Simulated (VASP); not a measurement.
# GaN (kscan) (P6_3mc) in VASP: notebook

The runs below take GaN (kscan) through single point, with r2SCAN.

All numbers are computed with VASP 6.6.1; they aren't measurements. Logs are shortened: lines on timing, memory, paths and dates and some standing lists are left out, and cuts for length are marked.

## (1) The cell of the first run

It takes space group P6_3mc (No. 186, hexagonal). Conventional cell: a = 3.189 Å, b = 3.189 Å, c = 5.192 Å, α = 90.00°, β = 90.00°, γ = 120.00°. Ga (site symmetry 3m) has 4 N at 1.95 to 1.96 Å within 2.6 Å. N (site symmetry 3m) has 4 Ga at 1.95 to 1.96 Å within 2.6 Å.

## (2) Single point, r2SCAN

The input, POSCAR:

```
GaN
1.0
    3.1889304000      0.0000000000      0.0000000000
   -1.5944652000      2.7616947400      0.0000000000
    0.0000000000      0.0000000000      5.1923572500
Ga N
2 2
Direct
    0.6666666700      0.3333333300      0.4990837100
    0.3333333300      0.6666666700      0.9990837100
    0.6666666700      0.3333333300      0.8759162900
    0.3333333300      0.6666666700      0.3759162900
```

The input, INCAR.step1:

```
SYSTEM = GaN
ALGO = Normal ; EDIFF = 1E-4
ENCUT = 520 ; GGA = PE
ISMEAR = 0 ; LASPH = .TRUE.
LCHARG = .FALSE. ; LREAL = .FALSE.
LWAVE = .TRUE. ; NBANDS = 26
NELM = 100 ; PREC = Accurate
SIGMA = 0.1
```

The input, INCAR.step2:

```
SYSTEM = GaN
ALGO = Normal ; EDIFF = 1E-6
ENCUT = 520 ; ISIF = 2
ISMEAR = 0 ; ISTART = 1
LASPH = .TRUE. ; LCHARG = .FALSE.
LMIXTAU = .TRUE. ; LREAL = .FALSE.
LWAVE = .FALSE. ; METAGGA = R2SCAN
NBANDS = 26 ; NELM = 100
PREC = Accurate ; SIGMA = 0.1
```

The input, KPOINTS:

```
k-points
0
G
  6 6 4
  0 0 0
```

Potentials or basis: VASP PAW PBE potentials, release 64 (Ga_d, N).

Command:

```sh
$ cat potpaw_PBE.64/Ga_d/POTCAR potpaw_PBE.64/N/POTCAR > POTCAR
$ cp INCAR.step1 INCAR
$ mpirun -np 1 vasp_std > vasp.out
$ cp INCAR.step2 INCAR
$ mpirun -np 1 vasp_std > vasp.out
```

OUTCAR:

```text
SYSTEM = GaN
   EDIFF = 1E-6
   ENCUT = 520
   ISIF = 2
   ISMEAR = 0
   ISTART = 1
   LASPH = .TRUE.
   LREAL = .FALSE.
   METAGGA = R2SCAN
   NELM = 100
   PREC = Accurate

 ion  position               nearest neighbor table
   1  0.667  0.333  0.499-   4 1.95   4 1.95   4 1.95   3 1.96
   2  0.333  0.667  0.999-   3 1.95   3 1.95   3 1.95   4 1.96
   3  0.667  0.333  0.876-   2 1.95   2 1.95   2 1.95   1 1.96
   4  0.333  0.667  0.376-   1 1.95   1 1.95   1 1.95   2 1.96

  LATTYP: Found a hexagonal cell.
 ALAT       =     3.1889304000
 C/A-ratio  =     1.6282441442

  Lattice vectors:

 A1 = (   3.1889304000,   0.0000000000,   0.0000000000)
 A2 = (  -1.5944652000,   2.7616947400,   0.0000000000)
 A3 = (   0.0000000000,   0.0000000000,   5.1923572500)

Analysis of symmetry for initial positions (statically):
=====================================================================
 Subroutine PRICEL returns:
 Original cell was already a primitive cell.

 Routine SETGRP: Setting up the symmetry group for a
 hexagonal supercell.

 Subroutine GETGRP returns: Found 12 space group operations
 (whereof  6 operations were pure point group operations)
 out of a pool of 24 trial point group operations.

The static configuration has the point symmetry C_3v.
 The point group associated with its full space group is C_6v.

Analysis of symmetry for dynamics (positions and initial velocities):
=====================================================================
 Subroutine PRICEL returns:
 Original cell was already a primitive cell.

 Routine SETGRP: Setting up the symmetry group for a
 hexagonal supercell.

 Subroutine GETGRP returns: Found 12 space group operations
 (whereof  6 operations were pure point group operations)
 out of a pool of 24 trial point group operations.

The dynamic configuration has the point symmetry C_3v.
 The point group associated with its full space group is C_6v.

 Subroutine INISYM returns: Found 12 space group operations
 (whereof  6 operations are pure point group operations),
 and found     1 'primitive' translations

----------------------------------------------------------------------------------------

                                     Primitive cell

  volume of cell :      45.7283

  direct lattice vectors                    reciprocal lattice vectors
     3.188930400  0.000000000  0.000000000     0.313584768  0.181048250  0.000000000
    -1.594465200  2.761694740  0.000000000     0.000000000  0.362096500  0.000000000
     0.000000000  0.000000000  5.192357250     0.000000000  0.000000000  0.192590754

  length of vectors
     3.188930400  3.188930402  5.192357250     0.362096500  0.362096500  0.192590754

  position of ions in fractional coordinates (direct lattice)
     0.666666670  0.333333330  0.499083710
     0.333333330  0.666666670  0.999083710
     0.666666670  0.333333330  0.875916290
     0.333333330  0.666666670  0.375916290

  ion indices of the primitive-cell ions
   primitive index   ion index
                 1           1
                 2           2
                 3           3
                 4           4

----------------------------------------------------------------------------------------

 KPOINTS: k-points

Automatic generation of k-mesh.
 Grid dimensions read from file:
 generate k-points for:    6    6    4

 Generating k-lattice:

  Cartesian coordinates                     Fractional coordinates (reciprocal lattice)
     0.052264128  0.030174708  0.000000000     0.166666667  0.000000000  0.000000000
     0.000000000  0.060349417  0.000000000     0.000000000  0.166666667  0.000000000
     0.000000000  0.000000000  0.048147689     0.000000000  0.000000000  0.250000000

  Length of vectors
     0.060349417  0.060349417  0.048147689

  Shift w.r.t. Gamma in fractional coordinates (k-lattice)
     0.000000000  0.000000000  0.000000000

 Subroutine IBZKPT returns following result:
 ===========================================

 Found     21 irreducible k-points:

 Following reciprocal coordinates:
            Coordinates               Weight
  0.000000  0.000000  0.000000      1.000000
  0.166667 -0.000000  0.000000      6.000000
  0.333333  0.000000  0.000000      6.000000
  0.500000  0.000000  0.000000      3.000000
  0.166667  0.166667  0.000000      6.000000
  0.333333  0.166667  0.000000     12.000000
[... 13 lines left out ...]
  0.333333  0.166667  0.500000     12.000000
  0.333333  0.333333  0.500000      2.000000
   k-points           NKPTS =     21   k-points in BZ     NKDIM =     21   number of bands    NBANDS=     26
   number of dos      NEDOS =    301   number of ions     NIONS =      4
   total plane-waves  NPLWV =  23040
   dimension x,y,z NGX =    24 NGY =   24 NGZ =   40
   dimension x,y,z NGXF=    48 NGYF=   48 NGZF=   80
   ions per type =               2   2
   NGX,Y,Z   is equivalent  to a cutoff of  12.51, 12.51, 12.81 a.u.
   NGXF,Y,Z  is equivalent  to a cutoff of  25.02, 25.02, 25.61 a.u.
 SYSTEM =  GaN
   PREC   = accura    normal or accurate (medium, high low for compatibility)
   ISTART =      1    job   : 0-new  1-cont  2-samecut
   ICHARG =      0    charge: 1-file 2-atom 10-const
   ISPIN  =      1    spin polarized calculation?
   LNONCOLLINEAR =      F non collinear calculations
   LSORBIT =      F    spin-orbit coupling
   LASPH  =      T    aspherical Exc in radial PAW
   ENCUT  =  520.0 eV  38.22 Ry    6.18 a.u.   5.93  5.93  9.65*2*pi/ulx,y,z
   NELM   =    100;   NELMIN=  2; NELMDL=  0     # of ELM steps
   EDIFF  = 0.1E-05   stopping-criterion for ELM
   LREAL  =      F    real-space projection
   EDIFFG = 0.1E-04   stopping-criterion for IOM
   NSW    =      0    number of steps for IOM
   IBRION =     -1    ionic relax: 0-MD 1-quasi-New 2-CG
   NFREE  =      0    steps in history (QN), initial steepest desc. (CG)
   ISIF   =      2    stress and relaxation
   ISYM   =      2    0-nonsym 1-usesym 2-fastsym
   POTIM  = 0.5000    time-step for ionic-motion
   TEBEG  =    0.0;   TEEND  =   0.0 temperature during run
   PSTRESS=    0.0 pullay stress
   NELECT =      36.0000    total number of electrons
   NUPDOWN=      -1.0000    fix difference up-down
   EMIN   =  10.00;   EMAX   =-10.00  energy-range for DOS
   EFERMI =   0.00;   METHOD = LEGACY
   ISMEAR =     0;   SIGMA  =   0.10  broadening in eV -4-tet -1-fermi 0-gaus
   EFERMI_NEDOS =   21; number of points for ismear=-14 and -15
   IALGO  =     38    algorithm
   IMIX   =      4    mixing-type and parameters
     AMIX     =   0.40;   BMIX     =  1.00
     AMIX_MAG =   1.60;   BMIX_MAG =  1.00
  volume/ion in A,a.u.               =      11.43        77.15
  Fermi-wavevector in a.u.,A,eV,Ry     =   1.511636  2.856578 31.089905  2.285044
  Thomas-Fermi vector in A             =   2.621667
   LORBIT       =      0    0 simple, 1 ext, 2 COOP (PROOUT), +10 PAW based schemes
   METAGGA = R2SCAN    functional components
   LHFCALC =     F    Hartree Fock is set to
   AEXX    =    0.0000 exact exchange contribution
   IVDW    =     0    specifies the selected vdW correction
   LEPSILON=     F    determine dielectric tensor
   LRPA    =     F    only Hartree local field effects (RPA)
 non-spin polarized calculation
 Gauss-broadening in eV      SIGMA  =   0.10
  energy-cutoff  :      520.00
  volume of cell :       45.73
 maximum number of plane-waves:      1260
 NGX is ok and might be reduce to    24
   NGX = 11   NGY = 11   NGZ = 19

 number of electron      35.9999984 magnetization

 Free energy of the ion-electron system (eV)
  ---------------------------------------------------
  ext. energy  EPLUGINS =         0.00000000
  ---------------------------------------------------
  free energy    TOTEN  =       -43.81809581 eV

  energy without entropy =      -43.81809581  energy(sigma->0) =      -43.81809581

 E-fermi :   5.5354     XC(G=0): -12.6318

 val. band max:        5.0451605716   @ k =   0.0000   0.0000   0.0000
 cond. band min:       7.3516973354   @ k =   0.0000   0.0000   0.0000
 fundamental gap:      2.3065367638
 Fermi energy:         5.5353812464

 k-point     1 :       0.0000    0.0000    0.0000
  band No.  band energies     occupation
      1     -11.7210      2.00000
      2     -10.7311      2.00000
      3      -8.7813      2.00000
      4      -8.7657      2.00000
      5      -8.7657      2.00000
      6      -8.6983      2.00000
[... 18 lines left out ...]
     25      17.4891      0.00000
     26      17.4892      0.00000

 k-point     2 :       0.1667   -0.0000    0.0000
  band No.  band energies     occupation
      1     -11.4638      2.00000
      2     -10.6609      2.00000
      3      -8.7501      2.00000
      4      -8.7296      2.00000
      5      -8.6806      2.00000
      6      -8.6505      2.00000
[... 18 lines left out ...]
     25      17.1606      0.00000
     26      18.0385      0.00000

 k-point     3 :       0.3333    0.0000    0.0000
  band No.  band energies     occupation
      1     -10.9657      2.00000
      2     -10.5598      2.00000
      3      -8.7067      2.00000
      4      -8.6872      2.00000
      5      -8.5942      2.00000
      6      -8.5429      2.00000
[... 18 lines left out ...]
     25      17.3895      0.00000
     26      19.0054      0.00000

 k-point     4 :       0.5000    0.0000    0.0000
  band No.  band energies     occupation
      1     -10.7451      2.00000
      2     -10.5332      2.00000
      3      -8.7046      2.00000
      4      -8.6817      2.00000
      5      -8.5728      2.00000
      6      -8.5255      2.00000
[... 18 lines left out ...]
     25      18.2628      0.00000
     26      19.2165      0.00000
[... 409 lines left out ...]
      1     -10.7575      2.00000
      2     -10.7575      2.00000
      3      -8.6705      2.00000
      4      -8.6705      2.00000
      5      -8.6444      2.00000
      6      -8.6444      2.00000
[... 18 lines left out ...]
     25      17.5605      0.00000
     26      17.5605      0.00000

 k-point    20 :       0.3333    0.1667    0.5000
  band No.  band energies     occupation
      1     -10.5873      2.00000
      2     -10.5873      2.00000
      3      -8.6659      2.00000
      4      -8.6659      2.00000
      5      -8.6026      2.00000
      6      -8.6026      2.00000
[... 18 lines left out ...]
     25      18.2420      0.00000
     26      18.2420      0.00000

 k-point    21 :       0.3333    0.3333    0.5000
  band No.  band energies     occupation
      1     -10.5404      2.00000
      2     -10.5404      2.00000
      3      -8.6301      2.00000
      4      -8.6301      2.00000
      5      -8.6152      2.00000
      6      -8.6152      2.00000
[... 18 lines left out ...]
     25      19.7813      0.00000
     26      19.7813      0.00000

------------------------ aborting loop because EDIFF is reached ----------------------------------------

  FORCE on cell =-STRESS in cart. coord.  units (eV):
  Direction    XX          YY          ZZ          XY          YZ          ZX
  --------------------------------------------------------------------------------------
  -------------------------------------------------------------------------------------
  Total        0.0142966      0.0142966     -0.0230804      0.0000000      0.0000000      0.0000000
  in kB        0.5009076      0.5009076     -0.8086661      0.0000000      0.0000000      0.0000000
  external PRESSURE =       0.0643830 kB  Pullay stress =       0.0000000 kB

 VOLUME and BASIS-vectors are now :
 -----------------------------------------------------------------------------
  energy-cutoff  :      520.00
  volume of cell :       45.73
      direct lattice vectors                 reciprocal lattice vectors
     3.188930400  0.000000000  0.000000000     0.313584768  0.181048250  0.000000000
    -1.594465200  2.761694740  0.000000000     0.000000000  0.362096500  0.000000000
     0.000000000  0.000000000  5.192357250     0.000000000  0.000000000  0.192590754

 POSITION                                       TOTAL-FORCE (eV/Angst)
 -----------------------------------------------------------------------------------
      1.59447      0.92056      2.59142        -0.000000     -0.000000      0.006133
     -0.00000      1.84113      5.18760         0.000000      0.000000      0.006133
      1.59447      0.92056      4.54807         0.000000      0.000000     -0.006133
     -0.00000      1.84113      1.95189         0.000000     -0.000000     -0.006133
 -----------------------------------------------------------------------------------
    total drift:                               -0.000008      0.000010      0.032426

  FREE ENERGIE OF THE ION-ELECTRON SYSTEM (eV)
  ---------------------------------------------------
  free  energy   TOTEN  =       -43.8180958054 eV

  energy  without entropy=      -43.8180958054  energy(sigma->0) =      -43.81809581
```

Wall time 88 s (1 thread of AMD EPYC 7R13 (Zen 3), shared host); peak memory 0.15 GiB.

What came out:

```yaml
Free_energy: -43.8181 eV
Pressure: 0.0 GPa
Largest_force: 0.006 eV/Å
Band_gap_on_the_k_mesh: 2.31 eV, direct
```

Forces on the atoms (eV/Å):
```
Ga   0.000  0.000  0.006
Ga   0.000  0.000  0.006
N    0.000  0.000 -0.006
N    0.000  0.000 -0.006
```

Caveat: the PAW data sets were made with another functional, which shifts forces and pressure a little.

## (3) Single point, r2SCAN

This run uses another cell than the first one, of 11.37 Å³/atom, 0.995 times its volume.

The input, POSCAR:

```
GaN
1.0
    3.1832830160      0.0000000000      0.0000000000
   -1.5916415080      2.7568039593      0.0000000000
    0.0000000000      0.0000000000      5.1838435005
Ga N
2 2
Direct
    0.6666666667      0.3333333333      0.4991063492
    0.3333333333      0.6666666667      0.9991063492
    0.6666666667      0.3333333333      0.8758936508
    0.3333333333      0.6666666667      0.3758936508
```

The input, INCAR.step1:

```
SYSTEM = GaN
PREC     = Accurate       ! precision mode
ENCUT    = 520            ! plane-wave cutoff, eV
ISMEAR   = 0              ! smearing method
SIGMA    = 0.02           ! smearing width, eV
LREAL    = .False.        ! projectors in reciprocal space
LASPH    = .True.         ! aspherical terms in the spheres
NELM     = 100            ! most SCF steps
NBANDS   = 26             ! bands
GGA      = PE             ! functional
ALGO     = Normal         ! electronic algorithm
EDIFF    = 1E-4           ! SCF threshold, eV
LWAVE    = .True.         ! write WAVECAR
LCHARG   = .False.        ! write CHGCAR
```

The input, INCAR.step2:

```
SYSTEM = GaN
PREC     = Accurate       ! precision mode
ENCUT    = 520            ! plane-wave cutoff, eV
EDIFF    = 1E-7           ! SCF threshold, eV
ISMEAR   = 0              ! smearing method
SIGMA    = 0.02           ! smearing width, eV
LREAL    = .False.        ! projectors in reciprocal space
LASPH    = .True.         ! aspherical terms in the spheres
NELM     = 100            ! most SCF steps
ALGO     = Normal         ! electronic algorithm
ISIF     = 2              ! what is computed and relaxed
LWAVE    = .False.        ! write WAVECAR
LCHARG   = .False.        ! write CHGCAR
METAGGA  = R2SCAN         ! meta-GGA
LMIXTAU  = .True.       
NBANDS   = 26             ! bands
ISTART   = 1
```

The input, KPOINTS:

```
Automatic mesh
0
Gamma
  12 12 6
  0 0 0
```

Potentials or basis: VASP PAW PBE potentials, release 64 (Ga_d, N).

Command:

```sh
$ cat potpaw_PBE.64/Ga_d/POTCAR potpaw_PBE.64/N/POTCAR > POTCAR
$ cp INCAR.step1 INCAR
$ mpirun -np 1 vasp_std > vasp.out
$ cp INCAR.step2 INCAR
$ mpirun -np 1 vasp_std > vasp.out
```

Run time: 5.6 min. Hardware: 1 thread of AMD EPYC 7R13 (Zen 3), shared host; peak memory 0.19 GiB.

The run converged. Its results:

* Free energy: -43.8209 eV
* Pressure: 1.1 GPa
* Largest force: 0.006 eV/Å
* Band gap on the k mesh: 2.34 eV, direct

Forces on the atoms (eV/Å):
```
Ga   0.000  0.000  0.006
Ga   0.000  0.000  0.006
N    0.000  0.000 -0.006
N    0.000  0.000 -0.006
```

Stress tensor (GPa, compression positive):
```
1.10 0.00 0.00
0.00 1.10 0.00
0.00 0.00 0.98
```

Levels at points of the mesh, in eV from the valence-band top:
| k point | band 14 | band 15 | band 16 | band 17 | band 18 | band 19 | band 20 | band 21 | band 22 | band 23 |
| --- | --- | --- | --- | --- | --- | --- | --- | --- | --- | --- |
| (0.00, 0.00, 0.00) | -1.07 | -1.07 | -0.04 | 0.00 | 0.00 | 2.34 | 4.81 | 9.96 | 10.59 | 10.59 |
| (0.50, 0.00, 0.00) | -5.39 | -4.30 | -2.84 | -2.24 | -1.03 | 5.58 | 6.12 | 6.55 | 9.35 | 11.06 |
| (0.00, 0.00, 0.50) | -3.93 | -0.55 | -0.55 | -0.55 | -0.55 | 4.77 | 4.77 | 9.18 | 9.18 | 11.11 |
| (0.50, 0.00, 0.50) | -6.72 | -2.01 | -2.01 | -1.95 | -1.95 | 4.89 | 4.89 | 8.42 | 8.42 | 10.76 |

Caveat: the PAW data sets were made with another functional, which shifts forces and pressure a little. r2SCAN opens gaps a little over a GGA but as a rule still falls short of measured ones.

[end of part 1 of 2]
